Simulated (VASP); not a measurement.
# Cu (Cmcm) in VASP: further runs

Cu is run at these levels: LDA; tasks: single point.

All numbers are computed with VASP 6.6.1; they aren't measurements. Logs are shortened: lines on timing, memory, paths and dates and some standing lists are left out, and cuts for length are marked.

## 1. The cell of the first run

It takes space group Cmcm (No. 63, orthorhombic). Conventional cell: a = 2.437 Å, b = 7.953 Å, c = 2.475 Å, α = 90.00°, β = 90.00°, γ = 90.00°. Cu (site symmetry m2m) has 10 Cu at 2.44 to 2.54 Å within 3.2 Å.

## 2. Single point, LDA

File INCAR:

```
PREC     = Accurate       # precision mode
ENCUT    = 520            # plane-wave cutoff, eV
EDIFF    = 1E-6           # SCF threshold, eV
ISMEAR   = 1              # smearing method
SIGMA    = 0.5            # smearing width, eV
LREAL    = F              # projectors in reciprocal space
LASPH    = T              # aspherical terms in the spheres
NELM     = 80             # most SCF steps
ALGO     = Normal         # electronic algorithm
ISIF     = 2              # what is computed and relaxed
LWAVE    = F              # write WAVECAR
LCHARG   = T              # write CHGCAR
GGA      = CA             # functional
LELF     = T              # ELF
LVHAR    = T            
NBANDS   = 18             # bands
```

File KPOINTS:

```
Automatic mesh
0
Gamma
  13 13 12
```

File POSCAR:

```
Cu
1.0
    1.2184640000     -3.9763780000      0.0000000000
    1.2184640000      3.9763780000      0.0000000000
    0.0000000000      0.0000000000      2.4754960000
Cu
2
Direct
    0.1338670000      0.8661330000      0.2500000000
    0.8661330000      0.1338670000      0.7500000000
```

Potentials or basis: VASP PAW LDA potentials, release 64 (Cu).

On the command line:

```
cat potpaw_LDA.64/Cu/POTCAR > POTCAR
mpirun -np 1 vasp_std > vasp.out
```

OUTCAR:

```text
PREC = Accurate
   ENCUT = 520
   EDIFF = 1E-6
   ISMEAR = 1
   LREAL = F
   LASPH = T
   NELM = 80
   ISIF = 2
   GGA = CA

 ion  position               nearest neighbor table
   1  0.134  0.866  0.250-   2 2.46   2 2.46   2 2.54   2 2.54   2 2.54   2 2.54
   2  0.866  0.134  0.750-   1 2.46   1 2.46   1 2.54   1 2.54   1 2.54   1 2.54

  LATTYP: Found a base centered orthorhombic cell.
 ALAT       =     2.4369280000
 B/A-ratio  =     3.2634349476
 C/A-ratio  =     1.0158264832

  Lattice vectors:

 A1 = (   1.2184640000,  -3.9763780000,   0.0000000000)
 A2 = (   1.2184640000,   3.9763780000,   0.0000000000)
 A3 = (   0.0000000000,   0.0000000000,   2.4754960000)

Analysis of symmetry for initial positions (statically):
=====================================================================
 Subroutine PRICEL returns:
 Original cell was already a primitive cell.

 Routine SETGRP: Setting up the symmetry group for a
 base centered orthorhombic supercell.

 Subroutine GETGRP returns: Found  8 space group operations
 (whereof  4 operations were pure point group operations)
 out of a pool of  8 trial point group operations.

The static configuration has the point symmetry C_2h.
 The point group associated with its full space group is D_2h.

Analysis of symmetry for dynamics (positions and initial velocities):
=====================================================================
 Subroutine PRICEL returns:
 Original cell was already a primitive cell.

 Routine SETGRP: Setting up the symmetry group for a
 base centered orthorhombic supercell.

 Subroutine GETGRP returns: Found  8 space group operations
 (whereof  4 operations were pure point group operations)
 out of a pool of  8 trial point group operations.

The dynamic configuration has the point symmetry C_2h.
 The point group associated with its full space group is D_2h.

 Subroutine INISYM returns: Found  8 space group operations
 (whereof  4 operations are pure point group operations),
 and found     1 'primitive' translations

----------------------------------------------------------------------------------------

                                     Primitive cell

  volume of cell :      23.9879

  direct lattice vectors                    reciprocal lattice vectors
     1.218464000 -3.976378000  0.000000000     0.410352706 -0.125742573  0.000000000
     1.218464000  3.976378000  0.000000000     0.410352706  0.125742573  0.000000000
     0.000000000  0.000000000  2.475496000     0.000000000  0.000000000  0.403959449

  length of vectors
     4.158874429  4.158874429  2.475496000     0.429185902  0.429185902  0.403959449

  position of ions in fractional coordinates (direct lattice)
     0.133867000  0.866133000  0.250000000
     0.866133000  0.133867000  0.750000000

  ion indices of the primitive-cell ions
   primitive index   ion index
                 1           1
                 2           2

----------------------------------------------------------------------------------------

 KPOINTS: Automatic mesh

Automatic generation of k-mesh.
 Grid dimensions read from file:
 generate k-points for:   13   13   12

 Generating k-lattice:

  Cartesian coordinates                     Fractional coordinates (reciprocal lattice)
     0.031565593 -0.009672506  0.000000000     0.076923077 -0.000000000  0.000000000
     0.031565593  0.009672506  0.000000000    -0.000000000  0.076923077  0.000000000
     0.000000000  0.000000000  0.033663287     0.000000000  0.000000000  0.083333333

  Length of vectors
     0.033014300  0.033014300  0.033663287

  Shift w.r.t. Gamma in fractional coordinates (k-lattice)
     0.000000000  0.000000000  0.000000000

 Subroutine IBZKPT returns following result:
 ===========================================

 Found    343 irreducible k-points:

 Following reciprocal coordinates:
            Coordinates               Weight
  0.000000  0.000000  0.000000      1.000000
  0.076923  0.000000  0.000000      4.000000
  0.153846  0.000000  0.000000      4.000000
  0.230769  0.000000  0.000000      4.000000
  0.307692  0.000000  0.000000      4.000000
  0.384615 -0.000000  0.000000      4.000000
[... 16 lines left out ...]
  0.384615  0.153846  0.000000      4.000000
  0.461538  0.153846  0.000000      4.000000
 [... further k-points ...]
   k-points           NKPTS =    343   k-points in BZ     NKDIM =    343   number of bands    NBANDS=     18
   number of dos      NEDOS =    301   number of ions     NIONS =      2
   total plane-waves  NPLWV =  18432
   dimension x,y,z NGX =    32 NGY =   32 NGZ =   18
   dimension x,y,z NGXF=    64 NGYF=   64 NGZF=   36
   ions per type =               2
   NGX,Y,Z   is equivalent  to a cutoff of  12.79, 12.79, 12.09 a.u.
   NGXF,Y,Z  is equivalent  to a cutoff of  25.58, 25.58, 24.18 a.u.
 SYSTEM =  unknown system
   PREC   = accura    normal or accurate (medium, high low for compatibility)
   ISTART =      0    job   : 0-new  1-cont  2-samecut
   ICHARG =      2    charge: 1-file 2-atom 10-const
   ISPIN  =      1    spin polarized calculation?
   LNONCOLLINEAR =      F non collinear calculations
   LSORBIT =      F    spin-orbit coupling
   LASPH  =      T    aspherical Exc in radial PAW
   ENCUT  =  520.0 eV  38.22 Ry    6.18 a.u.   7.73  7.73  4.60*2*pi/ulx,y,z
   NELM   =     80;   NELMIN=  2; NELMDL= -5     # of ELM steps
   EDIFF  = 0.1E-05   stopping-criterion for ELM
   LREAL  =      F    real-space projection
   EDIFFG = 0.1E-04   stopping-criterion for IOM
   NSW    =      0    number of steps for IOM
   IBRION =     -1    ionic relax: 0-MD 1-quasi-New 2-CG
   NFREE  =      0    steps in history (QN), initial steepest desc. (CG)
   ISIF   =      2    stress and relaxation
   ISYM   =      2    0-nonsym 1-usesym 2-fastsym
   POTIM  = 0.5000    time-step for ionic-motion
   TEBEG  =    0.0;   TEEND  =   0.0 temperature during run
   PSTRESS=    0.0 pullay stress
   NELECT =      22.0000    total number of electrons
   NUPDOWN=      -1.0000    fix difference up-down
   EMIN   =  10.00;   EMAX   =-10.00  energy-range for DOS
   EFERMI =   0.00;   METHOD = LEGACY
   ISMEAR =     1;   SIGMA  =   0.50  broadening in eV -4-tet -1-fermi 0-gaus
   EFERMI_NEDOS =   21; number of points for ismear=-14 and -15
   IALGO  =     38    algorithm
   IMIX   =      4    mixing-type and parameters
     AMIX     =   0.40;   BMIX     =  1.00
     AMIX_MAG =   1.60;   BMIX_MAG =  1.00
  volume/ion in A,a.u.               =      11.99        80.94
  Fermi-wavevector in a.u.,A,eV,Ry     =   1.590565  3.005733 34.421356  2.529898
  Thomas-Fermi vector in A             =   2.689241
   LORBIT       =      0    0 simple, 1 ext, 2 COOP (PROOUT), +10 PAW based schemes
   GGA     = CA    functional components
   LHFCALC =     F    Hartree Fock is set to
   AEXX    =    0.0000 exact exchange contribution
   IVDW    =     0    specifies the selected vdW correction
   LEPSILON=     F    determine dielectric tensor
   LRPA    =     F    only Hartree local field effects (RPA)
 non-spin polarized calculation
 Methfessel and Paxton  Order N= 1 SIGMA  =   0.50
  energy-cutoff  :      520.00
  volume of cell :       23.99
 maximum number of plane-waves:       671
   NGX = 15   NGY = 15   NGZ =  9

 number of electron      21.9999989 magnetization

 Free energy of the ion-electron system (eV)
  ---------------------------------------------------
  ext. energy  EPLUGINS =         0.00000000
  ---------------------------------------------------
  free energy    TOTEN  =        -9.07203679 eV

  energy without entropy =       -9.07335851  energy(sigma->0) =       -9.07247736

 E-fermi :   7.1206     XC(G=0): -12.9742

 val. band max:        7.1176580838   @ k =   0.0000   0.0000   0.5000
 cond. band min:       7.1343252256   @ k =  -0.2308   0.1538   0.5000
 fundamental gap:      0.0166671419
 Fermi energy:         7.1205737365

 k-point     1 :       0.0000    0.0000    0.0000
  band No.  band energies     occupation
      1      -2.0923      2.00000
      2       2.1493      2.00000
      3       2.8878      2.00000
      4       3.3656      2.00000
      5       4.0802      2.00000
      6       4.3476      2.00000
[... 10 lines left out ...]
     17      26.7766      0.00000
     18      28.7589      0.00000

 k-point     2 :       0.0769    0.0000    0.0000
  band No.  band energies     occupation
      1      -1.9216      2.00000
      2       2.2135      2.00000
      3       2.9531      2.00000
      4       3.4249      2.00000
      5       4.0997      2.00000
      6       4.3419      2.00000
[... 10 lines left out ...]
     17      27.3283      0.00000
     18      30.5063      0.00000

 k-point     3 :       0.1538    0.0000    0.0000
  band No.  band energies     occupation
      1      -1.4197      2.00000
      2       2.3777      2.00000
      3       3.1334      2.00000
      4       3.5881      2.00000
      5       4.1529      2.00000
      6       4.2026      2.00000
[... 10 lines left out ...]
     17      27.6186      0.00000
     18      30.9277      0.00000

 k-point     4 :       0.2308    0.0000    0.0000
  band No.  band energies     occupation
      1      -0.6237      2.00000
      2       2.5716      2.00000
      3       3.3605      2.00000
      4       3.5825      2.00000
      5       4.0228      2.00000
      6       4.2232      2.00000
[... 375 lines left out ...]
      4       3.6539      2.00000
      5       4.0928      2.00000
      6       4.2538      2.00000
[... 10 lines left out ...]
     17      28.3769      0.00000
     18      29.2955      0.00000

 k-point    23 :       0.3846    0.1538    0.0000
  band No.  band energies     occupation
      1       2.0606      2.00000
      2       2.5142      2.00000
      3       3.4111      2.00000
      4       3.8398      2.00000
      5       4.0029      2.00000
      6       4.2874      2.00000
[... 10 lines left out ...]
     17      29.4646      0.00000
     18      29.5269      0.00000

 k-point    24 :       0.4615    0.1538    0.0000
  band No.  band energies     occupation
      1       1.7327      2.00000
      2       2.4075      2.00000
      3       3.4631      2.00000
      4       3.8527      2.00000
      5       3.9553      2.00000
      6       4.3594      2.00000
[... 10 lines left out ...]
     17      27.9395      0.00000
     18      29.0647      0.00000

 [... further k-points ...]
[... 5 lines left out ...]
  --------------------------------------------------------------------------------------
  -------------------------------------------------------------------------------------
  Total       -0.9225543     -1.0488506     -0.9783338      0.0000000      0.0000000      0.0000000
  in kB      -61.6183285    -70.0537857    -65.3438994      0.0000000      0.0000000      0.0000000
  external PRESSURE =     -65.6720046 kB  Pullay stress =       0.0000000 kB

 VOLUME and BASIS-vectors are now :
 -----------------------------------------------------------------------------
  energy-cutoff  :      520.00
  volume of cell :       23.99
      direct lattice vectors                 reciprocal lattice vectors
     1.218464000 -3.976378000  0.000000000     0.410352706 -0.125742573  0.000000000
     1.218464000  3.976378000  0.000000000     0.410352706  0.125742573  0.000000000
     0.000000000  0.000000000  2.475496000     0.000000000  0.000000000  0.403959449

 POSITION                                       TOTAL-FORCE (eV/Angst)
 -----------------------------------------------------------------------------------
      1.21846      2.91177      0.61887         0.000000     -0.042840     -0.000000
      1.21846     -2.91177      1.85662         0.000000      0.042840      0.000000
 -----------------------------------------------------------------------------------
    total drift:                                0.000000     -0.000000      0.000000

  FREE ENERGIE OF THE ION-ELECTRON SYSTEM (eV)
  ---------------------------------------------------
  free  energy   TOTEN  =        -9.0720367852 eV

  energy  without entropy=       -9.0733585079  energy(sigma->0) =       -9.07247736
```

Wall time 72 s (1 thread of Intel Xeon Platinum 8488C (Sapphire Rapids), shared host); peak memory 0.22 GiB.

Results:

```yaml
Free_energy: -9.0720 eV
Pressure: -6.6 GPa
Largest_force: 0.043 eV/Å
Band_gap_on_the_k_mesh: zero (band 11 reaches 11.10 eV, above the bottom of band 12 at 5.48 eV)
```

Forces in eV/Å, atoms in the order of the input:
```
Cu   0.000 -0.043  0.000
Cu   0.000  0.043  0.000
```

Stress tensor (GPa, compression positive):
```
-6.16  0.00  0.00
 0.00 -7.01  0.00
 0.00  0.00 -6.53
```

## 3. Single point, LDA

File INCAR:

```
SYSTEM = Cu
PREC     = Accurate       ! precision mode
ENCUT    = 520            ! plane-wave cutoff, eV
EDIFF    = 1E-7           ! SCF threshold, eV
ISMEAR   = 1              ! smearing method
SIGMA    = 0.3            ! smearing width, eV
LREAL    = .FALSE.        ! projectors in reciprocal space
LASPH    = .TRUE.         ! aspherical terms in the spheres
NELM     = 80             ! most SCF steps
ALGO     = Normal         ! electronic algorithm
ISIF     = 2              ! what is computed and relaxed
LWAVE    = .FALSE.        ! write WAVECAR
LCHARG   = .FALSE.        ! write CHGCAR
GGA      = CA             ! functional
NBANDS   = 18             ! bands
```

File KPOINTS:

```
regular mesh
0
G
  13 13 12
  0 0 0
```

POSCAR is that of step 2.

Potentials or basis: VASP PAW LDA potentials, release 64 (Cu).

On the command line:

```
cat potpaw_LDA.64/Cu/POTCAR > POTCAR
mpirun -np 1 vasp_std > vasp.out
```

Run time: 72 s. Hardware: 1 thread of Intel Xeon Platinum 8488C (Sapphire Rapids), shared host; peak memory 0.23 GiB.

The run converged. Its results:

* Free energy: -9.0730 eV
* Pressure: -6.9 GPa
* Largest force: 0.045 eV/Å
* Band gap on the k mesh: zero (band 11 reaches 11.10 eV, above the bottom of band 12 at 5.47 eV)

Forces on the atoms (eV/Å):
```
Cu   0.000 -0.045  0.000
Cu   0.000  0.045  0.000
```

Stress tensor (GPa, compression positive):
```
-6.37  0.00  0.00
 0.00 -7.41  0.00
 0.00  0.00 -6.78
```

Levels at points of the mesh, in eV from the Fermi level:
```csv
k point,band 9,band 10,band 11,band 12,band 13,band 14
"(0.00, 0.00, 0.00)",-1.84,-1.70,-1.45,-0.01,4.80,14.71
"(0.00, 0.00, 0.50)",-1.72,-1.72,0.00,0.00,8.21,8.21
```

[end of part 1 of 2]
